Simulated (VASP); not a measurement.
# AlNi3 (Pm-3m) in VASP: settings compared

AlNi3 is run at these levels: PBE, PBEsol; tasks: single point.

All numbers are computed with VASP 6.6.1; they aren't measurements. Logs are shortened: lines on timing, memory, paths and dates and some standing lists are left out, and cuts for length are marked.

## Step 1: The cell of the first run

The structure is cubic, space group Pm-3m (No. 221). The conventional cell has a = 3.523 Å, b = 3.523 Å, c = 3.523 Å, α = 90.00°, β = 90.00°, γ = 90.00°. Within 3.3 Å of Ni (site symmetry 4/mmm) lie 8 Ni at 2.49 Å and 4 Al at 2.49 Å. Al (site symmetry m-3m) has 12 Ni at 2.49 Å within 3.3 Å.

## Step 2: Single point, PBE, collinear spin, ferromagnetic start

File INCAR:

```
PREC = Accurate
ENCUT = 520
EDIFF = 1E-7
ISMEAR = 0
SIGMA = 0.011
LREAL = False
LASPH = True
NELM = 150
ALGO = Normal
ISIF = 2
LWAVE = False
LCHARG = True
ISPIN = 2
MAGMOM = 1 1 1 0
LORBIT = 11
LMAXMIX = 4
GGA = PE
LELF = True
LVHAR = True
NBANDS = 28
```

File KPOINTS:

```
Automatic mesh
0
Gamma
  8 8 8
```

File POSCAR:

```
AlNi3
1.0
    3.5230547267      0.0000000000      0.0000000000
    0.0000000000      3.5230547267      0.0000000000
    0.0000000000      0.0000000000      3.5230547267
Ni Al
3 1
Direct
    0.5000000000      0.5000000000      0.0000000000
    0.5000000000      0.0000000000      0.5000000000
    0.0000000000      0.5000000000      0.5000000000
    0.0000000000      0.0000000000      0.0000000000
```

Potentials or basis: VASP PAW PBE potentials, release 64 (Ni, Al).

The run is started by

```sh
> cat potpaw_PBE.64/Ni/POTCAR potpaw_PBE.64/Al/POTCAR > POTCAR
> mpirun -np 1 vasp_std > vasp.out
```

OUTCAR:

```text
PREC = Accurate
   ENCUT = 520
   EDIFF = 1E-7
   ISMEAR = 0
   LREAL = False
   LASPH = True
   NELM = 150
   ISIF = 2
   ISPIN = 2
   LORBIT = 11
   GGA = PE

 ion  position               nearest neighbor table
   1  0.500  0.500  0.000-   2 2.49   3 2.49   4 2.49   2 2.49   3 2.49   2 2.49   4 2.49   2 2.49
                             3 2.49   4 2.49   3 2.49   4 2.49
   2  0.500  0.000  0.500-   1 2.49   3 2.49   4 2.49   1 2.49   4 2.49   1 2.49   3 2.49   1 2.49
                             3 2.49   4 2.49   4 2.49   3 2.49
   3  0.000  0.500  0.500-   1 2.49   2 2.49   4 2.49   1 2.49   4 2.49   2 2.49   4 2.49   4 2.49
                             1 2.49   2 2.49   1 2.49   2 2.49
   4  0.000  0.000  0.000-   1 2.49   2 2.49   3 2.49   2 2.49   3 2.49   1 2.49   3 2.49   3 2.49
                             1 2.49   2 2.49   2 2.49   1 2.49

  LATTYP: Found a simple cubic cell.
 ALAT       =     3.5230547267

  Lattice vectors:

 A1 = (   3.5230547267,   0.0000000000,   0.0000000000)
 A2 = (   0.0000000000,   3.5230547267,   0.0000000000)
 A3 = (   0.0000000000,   0.0000000000,   3.5230547267)

Analysis of symmetry for initial positions (statically):
=====================================================================
 Subroutine PRICEL returns:
 Original cell was already a primitive cell.

 Routine SETGRP: Setting up the symmetry group for a
 simple cubic supercell.

 Subroutine GETGRP returns: Found 48 space group operations
 (whereof 48 operations were pure point group operations)
 out of a pool of 48 trial point group operations.

The static configuration has the point symmetry O_h .

Analysis of symmetry for dynamics (positions and initial velocities):
=====================================================================
 Subroutine PRICEL returns:
 Original cell was already a primitive cell.

 Routine SETGRP: Setting up the symmetry group for a
 simple cubic supercell.

 Subroutine GETGRP returns: Found 48 space group operations
 (whereof 48 operations were pure point group operations)
 out of a pool of 48 trial point group operations.

The dynamic configuration has the point symmetry O_h .

Analysis of structural, dynamic, and magnetic symmetry:
=====================================================================
 Subroutine PRICEL returns:
 Original cell was already a primitive cell.

 Routine SETGRP: Setting up the symmetry group for a
 simple cubic supercell.

 Subroutine GETGRP returns: Found 48 space group operations
 (whereof 48 operations were pure point group operations)
 out of a pool of 48 trial point group operations.

The overall configuration has the point symmetry O_h .

 Subroutine INISYM returns: Found 48 space group operations
 (whereof 48 operations are pure point group operations),
 and found     1 'primitive' translations

----------------------------------------------------------------------------------------

                                     Primitive cell

  volume of cell :      43.7279

  direct lattice vectors                    reciprocal lattice vectors
     3.523054727  0.000000000  0.000000000     0.283844583  0.000000000  0.000000000
     0.000000000  3.523054727  0.000000000     0.000000000  0.283844583  0.000000000
     0.000000000  0.000000000  3.523054727     0.000000000  0.000000000  0.283844583

  length of vectors
     3.523054727  3.523054727  3.523054727     0.283844583  0.283844583  0.283844583

  position of ions in fractional coordinates (direct lattice)
     0.500000000  0.500000000  0.000000000
     0.500000000  0.000000000  0.500000000
     0.000000000  0.500000000  0.500000000
     0.000000000  0.000000000  0.000000000

  ion indices of the primitive-cell ions
   primitive index   ion index
                 1           1
                 2           2
                 3           3
                 4           4

----------------------------------------------------------------------------------------

 KPOINTS: Automatic mesh

Automatic generation of k-mesh.
 Grid dimensions read from file:
 generate k-points for:    8    8    8

 Generating k-lattice:

  Cartesian coordinates                     Fractional coordinates (reciprocal lattice)
     0.035480573  0.000000000  0.000000000     0.125000000  0.000000000  0.000000000
     0.000000000  0.035480573  0.000000000     0.000000000  0.125000000  0.000000000
     0.000000000  0.000000000  0.035480573     0.000000000  0.000000000  0.125000000

  Length of vectors
     0.035480573  0.035480573  0.035480573

  Shift w.r.t. Gamma in fractional coordinates (k-lattice)
     0.000000000  0.000000000  0.000000000

 Subroutine IBZKPT returns following result:
 ===========================================

 Found     35 irreducible k-points:

 Following reciprocal coordinates:
            Coordinates               Weight
  0.000000  0.000000  0.000000      1.000000
  0.125000  0.000000  0.000000      6.000000
  0.250000  0.000000  0.000000      6.000000
  0.375000  0.000000  0.000000      6.000000
  0.500000  0.000000  0.000000      3.000000
  0.125000  0.125000  0.000000     12.000000
[... 16 lines left out ...]
  0.375000  0.375000  0.125000     24.000000
  0.500000  0.375000  0.125000     24.000000
 [... further k-points ...]
   k-points           NKPTS =     35   k-points in BZ     NKDIM =     35   number of bands    NBANDS=     28
   number of dos      NEDOS =    301   number of ions     NIONS =      4
   total plane-waves  NPLWV =  21952
   dimension x,y,z NGX =    28 NGY =   28 NGZ =   28
   dimension x,y,z NGXF=    56 NGYF=   56 NGZF=   56
   ions per type =               3   1
   NGX,Y,Z   is equivalent  to a cutoff of  13.21, 13.21, 13.21 a.u.
   NGXF,Y,Z  is equivalent  to a cutoff of  26.43, 26.43, 26.43 a.u.
 SYSTEM =  unknown system
   PREC   = accura    normal or accurate (medium, high low for compatibility)
   ISTART =      0    job   : 0-new  1-cont  2-samecut
   ICHARG =      2    charge: 1-file 2-atom 10-const
   ISPIN  =      2    spin polarized calculation?
   LNONCOLLINEAR =      F non collinear calculations
   LSORBIT =      F    spin-orbit coupling
   LASPH  =      T    aspherical Exc in radial PAW
   ENCUT  =  520.0 eV  38.22 Ry    6.18 a.u.   6.55  6.55  6.55*2*pi/ulx,y,z
   NELM   =    150;   NELMIN=  2; NELMDL= -5     # of ELM steps
   EDIFF  = 0.1E-06   stopping-criterion for ELM
   LREAL  =      F    real-space projection
   EDIFFG = 0.1E-05   stopping-criterion for IOM
   NSW    =      0    number of steps for IOM
   IBRION =     -1    ionic relax: 0-MD 1-quasi-New 2-CG
   NFREE  =      0    steps in history (QN), initial steepest desc. (CG)
   ISIF   =      2    stress and relaxation
   ISYM   =      2    0-nonsym 1-usesym 2-fastsym
   POTIM  = 0.5000    time-step for ionic-motion
   TEBEG  =    0.0;   TEEND  =   0.0 temperature during run
   PSTRESS=    0.0 pullay stress
   NELECT =      33.0000    total number of electrons
   NUPDOWN=      -1.0000    fix difference up-down
   EMIN   =  10.00;   EMAX   =-10.00  energy-range for DOS
   EFERMI =   0.00;   METHOD = LEGACY
   ISMEAR =     0;   SIGMA  =   0.01  broadening in eV -4-tet -1-fermi 0-gaus
   EFERMI_NEDOS =   21; number of points for ismear=-14 and -15
   IALGO  =     38    algorithm
   IMIX   =      4    mixing-type and parameters
     AMIX     =   0.40;   BMIX     =  1.00
     AMIX_MAG =   1.60;   BMIX_MAG =  1.00
  volume/ion in A,a.u.               =      10.93        73.77
  Fermi-wavevector in a.u.,A,eV,Ry     =   1.490482  2.816603 30.225843  2.221537
  Thomas-Fermi vector in A             =   2.603258
   LORBIT       =     11    0 simple, 1 ext, 2 COOP (PROOUT), +10 PAW based schemes
   GGA     = PE    functional components
   LHFCALC =     F    Hartree Fock is set to
   AEXX    =    0.0000 exact exchange contribution
   IVDW    =     0    specifies the selected vdW correction
   LEPSILON=     F    determine dielectric tensor
   LRPA    =     F    only Hartree local field effects (RPA)
 spin polarized calculation
 Gauss-broadening in eV      SIGMA  =   0.01
  energy-cutoff  :      520.00
  volume of cell :       43.73
 maximum number of plane-waves:      1208
 NGX is ok and might be reduce to    28
   NGX = 13   NGY = 13   NGZ = 13

 number of electron      32.9999980 magnetization       0.7510524

 Free energy of the ion-electron system (eV)
  ---------------------------------------------------
  ext. energy  EPLUGINS =         0.00000000
  ---------------------------------------------------
  free energy    TOTEN  =       -21.85672385 eV

  energy without entropy =      -21.85650857  energy(sigma->0) =      -21.85661621

 E-fermi :   9.9229     XC(G=0): -12.8543

 val. band max:        9.9161571268   @ k =   0.2500   0.1250   0.1250
 cond. band min:       9.9230121070   @ k =   0.2500   0.2500   0.0000
 fundamental gap:      0.0068549802
 Fermi energy:         9.9228838091

 spin component 1

 k-point     1 :       0.0000    0.0000    0.0000
  band No.  band energies     occupation
      1      -0.2322      1.00000
      2       5.4482      1.00000
      3       6.1310      1.00000
      4       6.1310      1.00000
      5       6.4877      1.00000
      6       6.4877      1.00000
[... 20 lines left out ...]
     27      24.1642      0.00000
[... 691 lines left out ...]
      6       7.1613      1.00000
[... 20 lines left out ...]
     27      25.0026      0.00000
     28      25.2626      0.00000

 [... further k-points ...]

 spin component 2

 k-point     1 :       0.0000    0.0000    0.0000
  band No.  band energies     occupation
      1      -0.2659      1.00000
      2       5.5269      1.00000
      3       6.2932      1.00000
      4       6.2932      1.00000
      5       6.7919      1.00000
      6       6.7919      1.00000
[... 20 lines left out ...]
     27      24.1612      0.00000
[... 691 lines left out ...]
      6       7.4058      1.00000
[... 20 lines left out ...]
     27      24.9748      0.00000
     28      25.2868      0.00000

 [... further k-points ...]
[... 5 lines left out ...]
  --------------------------------------------------------------------------------------
  -------------------------------------------------------------------------------------
  Total        2.0038125      2.0038125      2.0038125      0.0000000     -0.0000000      0.0000000
  in kB       73.4191735     73.4191735     73.4191735      0.0000000     -0.0000000      0.0000000
  external PRESSURE =      73.4191735 kB  Pullay stress =       0.0000000 kB

 VOLUME and BASIS-vectors are now :
 -----------------------------------------------------------------------------
  energy-cutoff  :      520.00
  volume of cell :       43.73
      direct lattice vectors                 reciprocal lattice vectors
     3.523054727  0.000000000  0.000000000     0.283844583  0.000000000  0.000000000
     0.000000000  3.523054727  0.000000000     0.000000000  0.283844583  0.000000000
     0.000000000  0.000000000  3.523054727     0.000000000  0.000000000  0.283844583

 POSITION                                       TOTAL-FORCE (eV/Angst)
 -----------------------------------------------------------------------------------
      1.76153      1.76153      0.00000         0.000000      0.000000      0.000000
      1.76153      0.00000      1.76153         0.000000      0.000000      0.000000
      0.00000      1.76153      1.76153         0.000000      0.000000      0.000000
      0.00000      0.00000      0.00000         0.000000      0.000000      0.000000
 -----------------------------------------------------------------------------------
    total drift:                                0.000000      0.000000      0.000000

  FREE ENERGIE OF THE ION-ELECTRON SYSTEM (eV)
  ---------------------------------------------------
  free  energy   TOTEN  =       -21.8567238461 eV

  energy  without entropy=      -21.8565085681  energy(sigma->0) =      -21.85661621

 total charge

# of ion       s       p       d       tot
------------------------------------------
    1        0.507   0.546   8.394   9.448
    2        0.507   0.546   8.394   9.448
    3        0.507   0.546   8.394   9.448
    4        0.413   0.405   0.000   0.818
--------------------------------------------------
tot          1.935   2.044  25.182  29.161

 magnetization (x)

# of ion       s       p       d       tot
------------------------------------------
    1       -0.003  -0.012   0.283   0.268
    2       -0.003  -0.012   0.283   0.268
    3       -0.003  -0.012   0.283   0.268
    4       -0.001  -0.008   0.000  -0.009
--------------------------------------------------
tot         -0.011  -0.043   0.849   0.794
```

Run time: 90 s. Hardware: 1 thread of Intel Xeon Platinum 8259CL at 2.50GHz (Skylake/Cascade Lake), shared host; peak memory 0.21 GiB.

What came out:

```yaml
Free_energy: -21.8567 eV
Pressure: 7.3 GPa
Net_moment: 0.75 μB per cell
Site_moments: Ni +0.27; Al -0.01 μB
Valence_electrons_inside_the_program's_atomic_spheres: Ni 9.45; Al 0.82
```

Levels at points of the mesh, in eV from the Fermi level:
Spin up:
```tsv
k point	band 15	band 16	band 17	band 18	band 19	band 20
(0.00, 0.00, 0.00)	-0.09	-0.09	0.89	0.89	0.89	6.73
(0.50, 0.00, 0.00)	-1.08	-0.52	-0.09	5.66	5.66	5.69
(0.50, 0.50, 0.00)	-1.03	-0.99	-0.59	0.87	0.87	8.32
(0.50, 0.50, 0.50)	-1.10	-0.27	-0.27	-0.27	-0.20	3.58
```
Spin down:
| k point | band 12 | band 13 | band 14 | band 15 | band 16 | band 17 | band 18 | band 19 | band 20 | band 21 |
| --- | --- | --- | --- | --- | --- | --- | --- | --- | --- | --- |
| (0.00, 0.00, 0.00) | -0.40 | 0.03 | 0.38 | 0.38 | 0.38 | 0.85 | 0.85 | 0.85 | 6.83 | 6.83 |
| (0.50, 0.00, 0.00) | -1.06 | -0.94 | -0.94 | -0.83 | -0.32 | 0.38 | 5.71 | 5.71 | 5.74 | 5.74 |
| (0.50, 0.50, 0.00) | -1.16 | -1.16 | -1.11 | -0.80 | -0.59 | -0.45 | 1.18 | 1.18 | 8.36 | 8.36 |
| (0.50, 0.50, 0.50) | -1.19 | -1.19 | -0.91 | -0.91 | -0.23 | 0.14 | 0.14 | 0.14 | 3.67 | 4.38 |

## Step 3: Single point, PBE, collinear spin, ferromagnetic start

This run uses another cell than the first one, of 11.35 Å³/atom, 1.038 times its volume.

File INCAR:

```
SYSTEM = AlNi3
ALGO = Normal
EDIFF = 1E-6
ENCUT = 520
GGA = PE
ISIF = 2
ISMEAR = -1
ISPIN = 2
LASPH = .True.
LCHARG = .False.
LMAXMIX = 4
LORBIT = 11
LREAL = .False.
LWAVE = .False.
MAGMOM = 1 1 1 0
NBANDS = 28
NELM = 150
PREC = Accurate
SIGMA = 0.05
```

File KPOINTS:

```
k-points
0
Gamma
  8 8 8
  0 0 0
```

File POSCAR:

```
AlNi3
1.0
    3.5669754470      0.0000000000      0.0000000000
    0.0000000000      3.5669754470      0.0000000000
    0.0000000000      0.0000000000      3.5669754470
Ni Al
3 1
Direct
    0.5000000000      0.5000000000      0.0000000000
    0.5000000000      0.0000000000      0.5000000000
    0.0000000000      0.5000000000      0.5000000000
    0.0000000000      0.0000000000      0.0000000000
```

Potentials or basis: VASP PAW PBE potentials, release 64 (Ni, Al).

The run is started by

```sh
> cat potpaw_PBE.64/Ni/POTCAR potpaw_PBE.64/Al/POTCAR > POTCAR
> mpirun -np 1 vasp_std > vasp.out
```

Run time: 70 s. Hardware: 1 thread of Intel Xeon Platinum 8259CL at 2.50GHz (Skylake/Cascade Lake), shared host; peak memory 0.21 GiB.

The run converged. Its results:

```yaml
Free_energy: -21.9088 eV
Pressure: 0.1 GPa
Net_moment: 0.70 μB per cell
Site_moments: Ni +0.25; Al -0.01 μB
Valence_electrons_inside_the_program's_atomic_spheres: Ni 9.38; Al 0.80
```

Levels at points of the mesh, in eV from the Fermi level:
Spin up:
```
           k point  band 15  band 16  band 17  band 18  band 19  band 20
(0.00, 0.00, 0.00)    -0.08    -0.08     0.87     0.87     0.87     6.52
(0.50, 0.00, 0.00)    -1.03    -0.50    -0.08     5.46     5.46     5.57
(0.50, 0.50, 0.00)    -0.97    -0.95    -0.57     0.82     0.82     8.08
(0.50, 0.50, 0.50)    -1.05    -0.25    -0.25    -0.25    -0.15     3.32
```
Spin down:
```csv
k point,band 12,band 13,band 14,band 15,band 16,band 17,band 18,band 19,band 20,band 21
"(0.00, 0.00, 0.00)",-0.39,0.01,0.34,0.34,0.34,0.84,0.84,0.84,6.60,6.60
"(0.50, 0.00, 0.00)",-1.01,-0.91,-0.91,-0.80,-0.32,0.34,5.51,5.51,5.61,5.61
"(0.50, 0.50, 0.00)",-1.11,-1.11,-1.07,-0.77,-0.57,-0.44,1.11,1.11,8.10,8.18
"(0.50, 0.50, 0.50)",-1.13,-1.13,-0.87,-0.87,-0.17,0.11,0.11,0.11,3.42,4.18
```

(Part 1 of 2 ends here.)
